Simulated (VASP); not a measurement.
Input of a VASP 6.6.1 run:

INCAR

```
SYSTEM = PbO2
PREC = Accurate
ENCUT = 600
EDIFF = 1E-7
ISMEAR = -1
SIGMA = 0.05
LREAL = .False.
LASPH = .True.
NELM = 100
ALGO = Normal
ISIF = 3
LWAVE = .False.
LCHARG = .False.
GGA = PS
IBRION = 2
NSW = 60
EDIFFG = -0.01
PSTRESS = 100.0
```

Contents of KPOINTS:

```
regular mesh
0
Gamma
  5 5 6
  0 0 0
```

Contents of POSCAR:

```
PbO2
1.0
    4.9949598700      0.0000000000      0.0000000000
    0.0000000000      4.9949598700      0.0000000000
    0.0000000000      0.0000000000      3.4090009600
Pb O
2 4
Direct
    0.5000000000      0.5000000000      0.5000000000
    0.0000000000      0.0000000000      0.0000000000
    0.6925710400      0.6925710400      0.0000000000
    0.8074289600      0.1925710400      0.5000000000
    0.1925710400      0.8074289600      0.5000000000
    0.3074289600      0.3074289600      0.0000000000
```

Potentials or basis: VASP PAW PBE potentials, release 64 (Pb_d, O).

Run with:

```sh
$ cat potpaw_PBE.64/Pb_d/POTCAR potpaw_PBE.64/O/POTCAR > POTCAR
$ mpirun -np 1 vasp_std > vasp.out
```

Problem. Predict the relaxed volume.

Solution. 13.30 Å³/atom.

Problem. Predict the band gap on the k mesh.

Solution. 0.16 eV (least direct gap 0.64 eV).

Problem. Estimate the space group after relaxing (to 0.1 Å).

Solution. P4_2/mnm (No. 136).

Problem. Predict the relaxed cell.

Solution. a = 4.843 Å, b = 4.843 Å, c = 3.401 Å, α = 90.00°, β = 90.00°, γ = 90.00°.

Final structure:
```cif
data_structure
_symmetry_space_group_name_H-M 'P 1'
_symmetry_Int_Tables_number 1
_cell_length_a 4.8432
_cell_length_b 4.8432
_cell_length_c 3.4011
_cell_angle_alpha 90.000
_cell_angle_beta 90.000
_cell_angle_gamma 90.000
_cell_volume 79.78
loop_
_atom_site_label
_atom_site_type_symbol
_atom_site_fract_x
_atom_site_fract_y
_atom_site_fract_z
_atom_site_occupancy
Pb1 Pb 0.50000 0.50000 0.50000 1
Pb2 Pb 0.00000 0.00000 0.00000 1
O1 O 0.69293 0.69293 0.00000 1
O2 O 0.80707 0.19293 0.50000 1
O3 O 0.19293 0.80707 0.50000 1
O4 O 0.30707 0.30707 0.00000 1
```

Caveat: the cell is relaxed towards a set pressure, so the run minimises the enthalpy, not the energy; the PAW data sets were made with another functional, which shifts forces and pressure a little; spin-orbit coupling is left out, which moves the levels of the heavy elements. A k mesh can miss the band edges.
